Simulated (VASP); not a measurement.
# HfBeC2N (Pc) in VASP: notebook, part 3 of 3

VASP 6.6.1.

## 5. Relaxation of cell and atoms, PBE

Input file INCAR:

```
ALGO = Fast ; EDIFF = 1E-7
EDIFFG = -0.04 ; ENCUT = 600
GGA = PE ; IBRION = 2
ISIF = 3 ; ISMEAR = 0
LASPH = True ; LCHARG = False
LREAL = False ; LWAVE = False
NELM = 60 ; NSW = 90
PREC = Accurate ; SIGMA = 0.1
```

Input file KPOINTS:

```
k-points
0
Gamma
  6 4 4
```

Input file POSCAR:

```
HfBeC2N
1.0
    3.2134179540      0.0000000000      0.0000000000
    0.0000000000      4.8225637152      0.0000000000
   -0.1644672992      0.0000000000      6.4291455482
Hf Be C N
2 2 4 2
Direct
    0.5827361494      0.9982225139      0.2103537575
    0.5827361494      0.0017774861      0.7103537575
    0.0515844438      0.6116759734      0.4753056899
    0.0515844438      0.3883240266      0.9753056899
    0.7935592978      0.4954450493      0.2471661589
    0.7935592978      0.5045549507      0.7471661589
    0.5028650998      0.5073953977      0.1040236895
    0.5028650998      0.4926046023      0.6040236895
    0.0706206821      0.9705058942      0.4652428395
    0.0706206821      0.0294941058      0.9652428395
```

Potentials or basis: VASP PAW PBE potentials, release 64 (Hf_pv, Be, C, N).

Started as:

```
> cat potpaw_PBE.64/Hf_pv/POTCAR potpaw_PBE.64/Be/POTCAR potpaw_PBE.64/C/POTCAR potpaw_PBE.64/N/POTCAR > POTCAR
> mpirun -np 1 vasp_std > vasp.out
```

OUTCAR:

```text
EDIFF = 1E-7
   EDIFFG = -0.04
   ENCUT = 600
   GGA = PE
   IBRION = 2
   ISIF = 3
   ISMEAR = 0
   LASPH = True
   LREAL = False
   NELM = 60
   NSW = 90
   PREC = Accurate

 ion  position               nearest neighbor table
   1  0.583  0.998  0.210-   9 2.24  10 2.25  10 2.26   9 2.36   7 2.48   5 2.50   5 2.53   7 2.56
                             4 2.87   3 2.92   4 2.93   3 3.07   2 3.22   2 3.22
   2  0.583  0.002  0.710-  10 2.24   9 2.25   9 2.26  10 2.36   8 2.48   6 2.50   6 2.53   8 2.56
                             3 2.87   4 2.92   3 2.93   4 3.07   1 3.22   1 3.22
   3  0.052  0.612  0.475-   9 1.73   8 1.75   5 1.76   6 2.02   8 2.05   2 2.87   1 2.92   2 2.93
                             1 3.07
   4  0.052  0.388  0.975-  10 1.73   7 1.75   6 1.76   5 2.02   7 2.05   1 2.87   2 2.92   1 2.93
                             2 3.07
   5  0.794  0.495  0.247-   7 1.30   3 1.76   4 2.02   1 2.50   1 2.53
   6  0.794  0.505  0.747-   8 1.30   4 1.76   3 2.02   2 2.50   2 2.53
   7  0.503  0.507  0.104-   5 1.30   4 1.75   4 2.05   1 2.48   1 2.56
   8  0.503  0.493  0.604-   6 1.30   3 1.75   3 2.05   2 2.48   2 2.56
   9  0.071  0.971  0.465-   3 1.73   1 2.24   2 2.25   2 2.26   1 2.36
  10  0.071  0.029  0.965-   4 1.73   2 2.24   1 2.25   1 2.26   2 2.36

  LATTYP: Found a simple monoclinic cell.
 ALAT       =     3.2134179540
 B/A-ratio  =     1.5007583154
 C/A-ratio  =     2.0013732909
 COS(beta)  =    -0.0255731511

  Lattice vectors:

 A1 = (   3.2134179540,   0.0000000000,   0.0000000000)
 A2 = (   0.0000000000,   4.8225637152,   0.0000000000)
 A3 = (  -0.1644672992,   0.0000000000,   6.4291455482)

Analysis of symmetry for initial positions (statically):
=====================================================================
 Subroutine PRICEL returns:
 Original cell was already a primitive cell.

 Routine SETGRP: Setting up the symmetry group for a
 simple monoclinic supercell.

 Subroutine GETGRP returns: Found  2 space group operations
 (whereof  1 operations were pure point group operations)
 out of a pool of  4 trial point group operations.

The static configuration has the point symmetry C_1 .
 The point group associated with its full space group is C_1h.

Analysis of symmetry for dynamics (positions and initial velocities):
=====================================================================
 Subroutine PRICEL returns:
 Original cell was already a primitive cell.

 Routine SETGRP: Setting up the symmetry group for a
 simple monoclinic supercell.

 Subroutine GETGRP returns: Found  2 space group operations
 (whereof  1 operations were pure point group operations)
 out of a pool of  4 trial point group operations.

The dynamic configuration has the point symmetry C_1 .
 The point group associated with its full space group is C_1h.

 Subroutine INISYM returns: Found  2 space group operations
 (whereof  1 operations are pure point group operations),
 and found     1 'primitive' translations

----------------------------------------------------------------------------------------

                                     Primitive cell

  volume of cell :      99.6319

  direct lattice vectors                    reciprocal lattice vectors
     3.213417954  0.000000000  0.000000000     0.311195124  0.000000000  0.007960844
     0.000000000  4.822563715  0.000000000     0.000000000  0.207358587  0.000000000
    -0.164467299  0.000000000  6.429145548     0.000000000  0.000000000  0.155541665

  length of vectors
[... 85 lines left out ...]
   ions per type =               2   2   4   2
   NGX,Y,Z   is equivalent  to a cutoff of  14.49, 13.79, 13.96 a.u.
   NGXF,Y,Z  is equivalent  to a cutoff of  28.97, 27.58, 27.92 a.u.
 SYSTEM =  unknown system
   PREC   = accura    normal or accurate (medium, high low for compatibility)
   ISTART =      0    job   : 0-new  1-cont  2-samecut
   ICHARG =      2    charge: 1-file 2-atom 10-const
   ISPIN  =      1    spin polarized calculation?
   LNONCOLLINEAR =      F non collinear calculations
   LSORBIT =      F    spin-orbit coupling
   LASPH  =      T    aspherical Exc in radial PAW
   ENCUT  =  600.0 eV  44.10 Ry    6.64 a.u.   6.42  9.63 12.84*2*pi/ulx,y,z
   NELM   =     60;   NELMIN=  2; NELMDL= -5     # of ELM steps
   EDIFF  = 0.1E-06   stopping-criterion for ELM
   LREAL  =      F    real-space projection
   EDIFFG = -.4E-01   stopping-criterion for IOM
   NSW    =     90    number of steps for IOM
   IBRION =      2    ionic relax: 0-MD 1-quasi-New 2-CG
   NFREE  =      1    steps in history (QN), initial steepest desc. (CG)
   ISIF   =      3    stress and relaxation
   ISYM   =      2    0-nonsym 1-usesym 2-fastsym
   POTIM  = 0.5000    time-step for ionic-motion
   TEBEG  =    0.0;   TEEND  =   0.0 temperature during run
   PSTRESS=    0.0 pullay stress
   NELECT =      50.0000    total number of electrons
   NUPDOWN=      -1.0000    fix difference up-down
   EMIN   =  10.00;   EMAX   =-10.00  energy-range for DOS
   EFERMI =   0.00;   METHOD = LEGACY
   ISMEAR =     0;   SIGMA  =   0.10  broadening in eV -4-tet -1-fermi 0-gaus
   EFERMI_NEDOS =   21; number of points for ismear=-14 and -15
   IALGO  =     68    algorithm
   IMIX   =      4    mixing-type and parameters
     AMIX     =   0.40;   BMIX     =  1.00
     AMIX_MAG =   1.60;   BMIX_MAG =  1.00
  volume/ion in A,a.u.               =       9.96        67.23
  Fermi-wavevector in a.u.,A,eV,Ry     =   1.300964  2.458466 23.027968  1.692508
  Thomas-Fermi vector in A             =   2.432129
   LORBIT       =      0    0 simple, 1 ext, 2 COOP (PROOUT), +10 PAW based schemes
   GGA     = PE    functional components
   LHFCALC =     F    Hartree Fock is set to
   AEXX    =    0.0000 exact exchange contribution
   IVDW    =     0    specifies the selected vdW correction
   LEPSILON=     F    determine dielectric tensor
   LRPA    =     F    only Hartree local field effects (RPA)
 conjugate gradient relaxation of ions
 non-spin polarized calculation
 RMM-DIIS sequential band-by-band and
 Gauss-broadening in eV      SIGMA  =   0.10
  energy-cutoff  :      600.00
  volume of cell :       99.63
 maximum number of plane-waves:      3351
 NGX is ok and might be reduce to    28
   NGX = 13   NGY = 19   NGZ = 25

--------------------------------------- Ionic step        1  -------------------------------------------

 number of electron      50.0000002 magnetization

 Free energy of the ion-electron system (eV)
  ---------------------------------------------------
  ext. energy  EPLUGINS =         0.00000000
  ---------------------------------------------------
  free energy    TOTEN  =       -82.94929685 eV

  energy without entropy =      -82.93621439  energy(sigma->0) =      -82.94275562

------------------------ aborting loop because EDIFF is reached ----------------------------------------

  FORCE on cell =-STRESS in cart. coord.  units (eV):
  Direction    XX          YY          ZZ          XY          YZ          ZX
  --------------------------------------------------------------------------------------
  -------------------------------------------------------------------------------------
  Total       -0.4245295     -1.9174831     -1.3027021      0.0000000      0.0000000     -0.0643563
  in kB       -6.8268444    -30.8349811    -20.9487079      0.0000000      0.0000000     -1.0349107
  external PRESSURE =     -19.5368445 kB  Pullay stress =       0.0000000 kB
[... 295 lines left out ...]
--------------------------------------- Ionic step        8  -------------------------------------------

 number of electron      50.0000002 magnetization

 Free energy of the ion-electron system (eV)
  ---------------------------------------------------
  ext. energy  EPLUGINS =         0.00000000
  ---------------------------------------------------
  free energy    TOTEN  =       -82.98230372 eV

  energy without entropy =      -82.97289229  energy(sigma->0) =      -82.97759801

 E-fermi :   6.7847     XC(G=0): -11.6326

 val. band max:        6.7723116890   @ k =   0.0000   0.0000   0.5000
 cond. band min:       6.7914917235   @ k =   0.0000   0.0000   0.2500
 fundamental gap:      0.0191800345
 Fermi energy:         6.7846947727

 k-point     1 :       0.0000    0.0000    0.0000
  band No.  band energies     occupation
      1     -25.2320      2.00000
      2     -25.1295      2.00000
      3     -25.1257      2.00000
      4     -24.7967      2.00000
      5     -24.6527      2.00000
      6     -24.6396      2.00000
[... 805 lines left out ...]
     30       9.4755      0.00000
     31       9.8174      0.00000

 [... further k-points ...]

------------------------ aborting loop because EDIFF is reached ----------------------------------------

  FORCE on cell =-STRESS in cart. coord.  units (eV):
  Direction    XX          YY          ZZ          XY          YZ          ZX
  --------------------------------------------------------------------------------------
  -------------------------------------------------------------------------------------
  Total       -0.1054162      0.1897485     -0.0018327      0.0000000      0.0000000     -0.1164730
  in kB       -1.7183923      3.0930941     -0.0298755      0.0000000      0.0000000     -1.8986296
  external PRESSURE =       0.4482754 kB  Pullay stress =       0.0000000 kB
[... 25 lines left out ...]
  FREE ENERGIE OF THE ION-ELECTRON SYSTEM (eV)
  ---------------------------------------------------
  free  energy   TOTEN  =       -82.9823037246 eV

  energy  without entropy=      -82.9728922936  energy(sigma->0) =      -82.97759801

 reached required accuracy - stopping structural energy minimisation
```

It took 27 min on 1 thread of Oxide Virtual Turin-like, shared host; peak memory 0.32 GiB.

What came out:

| Item | Value |
| --- | --- |
| Free energy | -82.9823 eV |
| Relaxed volume | 9.83 Å³/atom |
| Relaxed cell | a = 3.221 Å, b = 4.767 Å, c = 6.404 Å, α = 90.00°, β = 91.48°, γ = 90.00° |
| Space group after relaxing (to 0.1 Å) | Pc (No. 7) |
| Energy gained by relaxing | 3.3 meV/atom |
| Ionic steps | 8 |
| Pressure after relaxing | 0.0 GPa |
| Largest force after relaxing | 0.040 eV/Å |
| Band gap on the k mesh | zero (bands 25 and 26 overlap by 2.17 eV) |

Forces in eV/Å, atoms in the order of the input:
```
Hf   0.032 -0.008 -0.016
Hf   0.032  0.008 -0.016
Be  -0.006  0.007  0.014
Be  -0.006 -0.007  0.014
C   -0.001  0.003  0.033
C   -0.001 -0.003  0.033
C   -0.038 -0.011  0.004
C   -0.038  0.011  0.004
N    0.013  0.003 -0.035
N    0.013 -0.003 -0.035
```

Step by step:
```csv
step,energy change (eV),largest force (eV/Å),pressure (GPa),volume (Å³)
1,0.0000,0.3076,-1.95,99.63
2,-0.0224,0.1651,1.13,97.89
3,-0.0224,0.1653,1.11,97.90
4,-0.0301,0.3234,-0.21,98.20
5,-0.0302,0.2918,-0.08,98.17
6,-0.0292,0.4483,0.43,98.29
7,-0.0323,0.0613,0.14,98.22
8,-0.0330,0.0399,0.04,98.29
```

Final structure:
```cif
data_structure
_symmetry_space_group_name_H-M 'P 1'
_symmetry_Int_Tables_number 1
_cell_length_a 3.2207
_cell_length_b 4.7670
_cell_length_c 6.4039
_cell_angle_alpha 90.000
_cell_angle_beta 91.479
_cell_angle_gamma 90.000
_cell_volume 98.29
loop_
_atom_site_label
_atom_site_type_symbol
_atom_site_fract_x
_atom_site_fract_y
_atom_site_fract_z
_atom_site_occupancy
Hf1 Hf 0.58684 0.00257 0.20729 1
Hf2 Hf 0.58684 0.99743 0.70729 1
Be1 Be 0.04648 0.61002 0.47768 1
Be2 Be 0.04648 0.38998 0.97768 1
C1 C 0.79169 0.49496 0.24859 1
C2 C 0.79169 0.50504 0.74859 1
C3 C 0.50382 0.50507 0.10316 1
C4 C 0.50382 0.49493 0.60316 1
N1 N 0.07254 0.97301 0.46536 1
N2 N 0.07254 0.02699 0.96536 1
```

Caveat: spin-orbit coupling is left out, which moves the levels of the heavy elements.

## 6. Overview

| task | cell | cutoff (eV) | gap on the mesh (eV) | pressure (GPa) | largest force (eV/Å) |
| --- | --- | --- | --- | --- | --- |
| relaxation of cell and atoms | relaxed from a = 3.213, b = 4.823, c = 6.431 Å, angles 90.0, 91.5, 90.0°, 10 atoms, atomic positions A | 600 | none | 0.0 | 0.04 |
| single point | a = 3.226, b = 4.790, c = 6.419 Å, angles 90.0, 91.6, 90.0°, 10 atoms, atomic positions B | 520 | none | -0.9 | 0.09 |
| single point | a = 3.213, b = 4.823, c = 6.431 Å, angles 90.0, 91.5, 90.0°, 10 atoms, atomic positions A | 520 | none | -1.8 | 0.31 |

Alike in all rows: level PBE; potentials or basis VASP PAW PBE potentials, release 64 (Hf_pv, Be, C, N); no spin polarisation; k mesh 6 × 4 × 4; smearing gaussian 0.1 eV.

Caveats: spin-orbit coupling is left out, which moves the levels of the heavy elements.

Total energies depend on the potentials used, so only differences within one code and one set of settings carry meaning.

The gap in the log of VASP goes by the Fermi energy; the results here count the filled bands.